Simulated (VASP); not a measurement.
# CdS (I4/mmm) in VASP: single point with r2SCAN

Aim: the single point of CdS with r2SCAN.

Program: VASP 6.6.1. These are calculated values, not measurements. Logs are shortened: lines on timing, memory, paths and dates and some standing lists are left out, and cuts for length are marked.

### Step 1. The cell of the first run

It takes space group I4/mmm (No. 139, tetragonal). Conventional cell: a = 3.856 Å, b = 3.856 Å, c = 5.617 Å, α = 90.00°, β = 90.00°, γ = 90.00°. Cd (site symmetry 4/mmm) has 6 S at 2.73 to 2.81 Å within 3.6 Å. Within 3.6 Å of S (site symmetry 4/mmm) lie 6 Cd at 2.73 to 2.81 Å.

### Step 2. Single point, r2SCAN (uniaxial z strain +3.0%)

The input, POSCAR:

```
CdS
1.0
    0.0000000000      2.7267765454      2.8085798417
    2.7267765454      0.0000000000      2.8085798417
    2.7267765454      2.7267765454      0.0000000000
Cd S
1 1
Direct
    0.0000000000      0.0000000000      0.0000000000
    0.5000000000      0.5000000000      0.5000000000
```

The input, INCAR.step1:

```
SYSTEM = CdS
PREC = Accurate
ENCUT = 600
ISMEAR = -1
SIGMA = 0.02
LREAL = .FALSE.
LASPH = .TRUE.
NELM = 120
NBANDS = 20
GGA = PE
ALGO = Normal
EDIFF = 1E-5
LWAVE = .TRUE.
LCHARG = .FALSE.
GGA_COMPAT = .FALSE.
```

The input, INCAR.step2:

```
SYSTEM = CdS
PREC = Accurate
ENCUT = 600
EDIFF = 1E-6
ISMEAR = -1
SIGMA = 0.02
LREAL = .FALSE.
LASPH = .TRUE.
NELM = 120
ALGO = Normal
ISIF = 2
LWAVE = .FALSE.
LCHARG = .TRUE.
METAGGA = R2SCAN
LMIXTAU = .TRUE.
LELF = .TRUE.
LVHAR = .TRUE.
NBANDS = 20
ISTART = 1
GGA_COMPAT = .FALSE.
```

The input, KPOINTS:

```
Automatic mesh
0
G
  8 8 8
  0 0 0
```

Potentials or basis: VASP PAW PBE potentials, release 64 (Cd_sv_GW, S).

On the command line:

```console
cat potpaw_PBE.64/Cd_sv_GW/POTCAR potpaw_PBE.64/S/POTCAR > POTCAR
cp INCAR.step1 INCAR
mpirun -np 1 vasp_std > vasp.out
cp INCAR.step2 INCAR
mpirun -np 1 vasp_std > vasp.out
```

OUTCAR:

```text
SYSTEM = CdS
   PREC = Accurate
   ENCUT = 600
   EDIFF = 1E-6
   ISMEAR = -1
   LREAL = .FALSE.
   LASPH = .TRUE.
   NELM = 120
   ISIF = 2
   METAGGA = R2SCAN
   ISTART = 1

 ion  position               nearest neighbor table
   1  0.000  0.000  0.000-   2 2.73   2 2.73   2 2.73   2 2.73
   2  0.500  0.500  0.500-   1 2.73   1 2.73   1 2.73   1 2.73

  LATTYP: Found a body centered tetragonal cell.
 ALAT       =     3.8562443721
 C/A-ratio  =     1.4566399692

  Lattice vectors:

 A1 = (  -2.7267765454,   0.0000000000,   2.8085798417)
 A2 = (   2.7267765454,   0.0000000000,   2.8085798417)
 A3 = (   0.0000000000,   2.7267765454,  -2.8085798417)

Analysis of symmetry for initial positions (statically):
=====================================================================
 Subroutine PRICEL returns:
 Original cell was already a primitive cell.

 Routine SETGRP: Setting up the symmetry group for a
 body centered tetragonal supercell.

 Subroutine GETGRP returns: Found 16 space group operations
 (whereof 16 operations were pure point group operations)
 out of a pool of 16 trial point group operations.

The static configuration has the point symmetry D_4h.

Analysis of symmetry for dynamics (positions and initial velocities):
=====================================================================
 Subroutine PRICEL returns:
 Original cell was already a primitive cell.

 Routine SETGRP: Setting up the symmetry group for a
 body centered tetragonal supercell.

 Subroutine GETGRP returns: Found 16 space group operations
 (whereof 16 operations were pure point group operations)
 out of a pool of 16 trial point group operations.

The dynamic configuration has the point symmetry D_4h.

 Subroutine INISYM returns: Found 16 space group operations
 (whereof 16 operations are pure point group operations),
 and found     1 'primitive' translations

----------------------------------------------------------------------------------------

                                     Primitive cell

  volume of cell :      41.7653

  direct lattice vectors                    reciprocal lattice vectors
     0.000000000  2.726776545  2.808579842    -0.183366694  0.183366694  0.178025916
     2.726776545  0.000000000  2.808579842     0.183366694 -0.183366694  0.178025916
[... 78 lines left out ...]
   ICHARG =      0    charge: 1-file 2-atom 10-const
   ISPIN  =      1    spin polarized calculation?
   LNONCOLLINEAR =      F non collinear calculations
   LSORBIT =      F    spin-orbit coupling
   LASPH  =      T    aspherical Exc in radial PAW
   ENCUT  =  600.0 eV  44.10 Ry    6.64 a.u.   7.82  7.82  7.70*2*pi/ulx,y,z
   NELM   =    120;   NELMIN=  2; NELMDL=  0     # of ELM steps
   EDIFF  = 0.1E-05   stopping-criterion for ELM
   LREAL  =      F    real-space projection
   EDIFFG = 0.1E-04   stopping-criterion for IOM
   NSW    =      0    number of steps for IOM
   IBRION =     -1    ionic relax: 0-MD 1-quasi-New 2-CG
   NFREE  =      0    steps in history (QN), initial steepest desc. (CG)
   ISIF   =      2    stress and relaxation
   ISYM   =      2    0-nonsym 1-usesym 2-fastsym
   POTIM  = 0.5000    time-step for ionic-motion
   TEBEG  =    0.0;   TEEND  =   0.0 temperature during run
   PSTRESS=    0.0 pullay stress
   NELECT =      26.0000    total number of electrons
   NUPDOWN=      -1.0000    fix difference up-down
   EMIN   =  10.00;   EMAX   =-10.00  energy-range for DOS
   EFERMI =   0.00;   METHOD = LEGACY
   ISMEAR =    -1;   SIGMA  =   0.02  broadening in eV -4-tet -1-fermi 0-gaus
   EFERMI_NEDOS =   21; number of points for ismear=-14 and -15
   IALGO  =     38    algorithm
   IMIX   =      4    mixing-type and parameters
     AMIX     =   0.40;   BMIX     =  1.00
     AMIX_MAG =   1.60;   BMIX_MAG =  1.00
  volume/ion in A,a.u.               =      20.88       140.92
  Fermi-wavevector in a.u.,A,eV,Ry     =   1.397850  2.641554 26.585585  1.953985
  Thomas-Fermi vector in A             =   2.521066
   LORBIT       =      0    0 simple, 1 ext, 2 COOP (PROOUT), +10 PAW based schemes
   METAGGA = R2SCAN    functional components
   LHFCALC =     F    Hartree Fock is set to
   AEXX    =    0.0000 exact exchange contribution
   IVDW    =     0    specifies the selected vdW correction
   LEPSILON=     F    determine dielectric tensor
   LRPA    =     F    only Hartree local field effects (RPA)
 non-spin polarized calculation
  energy-cutoff  :      600.00
  volume of cell :       41.77
 maximum number of plane-waves:      1414
   NGX = 15   NGY = 15   NGZ = 15

 number of electron      25.9999999 magnetization

 Free energy of the ion-electron system (eV)
  ---------------------------------------------------
  ext. energy  EPLUGINS =         0.00000000
  ---------------------------------------------------
  free energy    TOTEN  =       -29.57423760 eV

  energy without entropy =      -29.57423760  energy(sigma->0) =      -29.57423760

 E-fermi :   4.6969     XC(G=0): -10.9930

 val. band max:        4.3691400006   @ k =   0.5000   0.0000   0.0000
 cond. band min:       5.0024465816   @ k =   0.5000   0.0000   0.5000
 fundamental gap:      0.6333065810
 Fermi energy:         4.6968758194

 k-point     1 :       0.0000    0.0000    0.0000
  band No.  band energies     occupation
      1    -100.0938      2.00000
      2     -60.2650      2.00000
      3     -60.2573      2.00000
      4     -60.2573      2.00000
      5      -8.8332      2.00000
      6      -3.5793      2.00000
[... 541 lines left out ...]
     19      17.5287      0.00000
     20      17.7035      0.00000

 [... further k-points ...]

------------------------ aborting loop because EDIFF is reached ----------------------------------------

  FORCE on cell =-STRESS in cart. coord.  units (eV):
  Direction    XX          YY          ZZ          XY          YZ          ZX
  --------------------------------------------------------------------------------------
  -------------------------------------------------------------------------------------
  Total       -0.5239093     -0.5239093     -1.0072090      0.0000000      0.0000000     -0.0000000
  in kB      -20.0979067    -20.0979067    -38.6379694      0.0000000      0.0000000     -0.0000000
  external PRESSURE =     -26.2779276 kB  Pullay stress =       0.0000000 kB

 VOLUME and BASIS-vectors are now :
 -----------------------------------------------------------------------------
  energy-cutoff  :      600.00
  volume of cell :       41.77
      direct lattice vectors                 reciprocal lattice vectors
     0.000000000  2.726776545  2.808579842    -0.183366694  0.183366694  0.178025916
     2.726776545  0.000000000  2.808579842     0.183366694 -0.183366694  0.178025916
     2.726776545  2.726776545  0.000000000     0.183366694  0.183366694 -0.178025916

 POSITION                                       TOTAL-FORCE (eV/Angst)
 -----------------------------------------------------------------------------------
      0.00000      0.00000      0.00000         0.000000     -0.000000      0.000000
      2.72678      2.72678      2.80858        -0.000000      0.000000      0.000000
 -----------------------------------------------------------------------------------
    total drift:                                0.000000     -0.000000     -0.000000

  FREE ENERGIE OF THE ION-ELECTRON SYSTEM (eV)
  ---------------------------------------------------
  free  energy   TOTEN  =       -29.5742376036 eV

  energy  without entropy=      -29.5742376024  energy(sigma->0) =      -29.57423760
```

OUTCAR.step1:

```text
SYSTEM = CdS
   PREC = Accurate
   ENCUT = 600
   ISMEAR = -1
   LREAL = .FALSE.
   LASPH = .TRUE.
[... 773 lines left out ...]
      0.00000      0.00000      0.00000        -0.000000      0.000000      0.000000
      2.72678      2.72678      2.80858         0.000000     -0.000000      0.000000
 -----------------------------------------------------------------------------------
    total drift:                                0.000000     -0.000000     -0.000000

  FREE ENERGIE OF THE ION-ELECTRON SYSTEM (eV)
  ---------------------------------------------------
  free  energy   TOTEN  =        -5.9457322063 eV

  energy  without entropy=       -5.9456672552  energy(sigma->0) =       -5.94569973
```

OSZICAR.step1:

```text
N       E                     dE             d eps       ncg     rms          rms(c)
DAV:   1     0.444287218179E+03    0.44429E+03   -0.15769E+04  2400   0.184E+03
DAV:   2     0.359246128658E+02   -0.40836E+03   -0.37826E+03  2380   0.600E+02
DAV:   3    -0.493305750078E+01   -0.40858E+02   -0.40347E+02  3604   0.217E+02
DAV:   4    -0.645342242183E+01   -0.15204E+01   -0.15192E+01  3180   0.420E+01
DAV:   5    -0.653134885234E+01   -0.77926E-01   -0.77922E-01  3516   0.954E+00    0.156E+01
DAV:   6    -0.596783020533E+01    0.56352E+00   -0.13254E+00  3716   0.185E+01    0.119E+01
DAV:   7    -0.594795807405E+01    0.19872E-01   -0.34813E-01  3504   0.535E+00    0.566E+00
DAV:   8    -0.594646918288E+01    0.14889E-02   -0.35079E-02  3596   0.373E+00    0.520E-01
DAV:   9    -0.594571061423E+01    0.75857E-03   -0.47572E-03  3420   0.193E+00    0.989E-02
DAV:  10    -0.594572841774E+01   -0.17804E-04   -0.24934E-04  3692   0.219E-01    0.641E-02
DAV:  11    -0.594573220631E+01   -0.37886E-05   -0.22953E-05  2712   0.447E-02
   1 F= -.59457322E+01 E0= -.59456997E+01  d E =-.649511E-04
```

Run time: 6.1 min. Hardware: 1 thread of AMD EPYC 7R43 (Zen 3), shared host; peak memory 0.21 GiB.

Results:

```
Free energy            : -29.5742 eV
Pressure               : -2.6 GPa
Band gap on the k mesh : 0.63 eV (least direct gap 2.08 eV)
```

Caveat: the cell differs from its parent crystal (uniaxial z strain +3.0%); the PAW data sets were made with another functional, which shifts forces and pressure a little. A k mesh can miss the band edges.
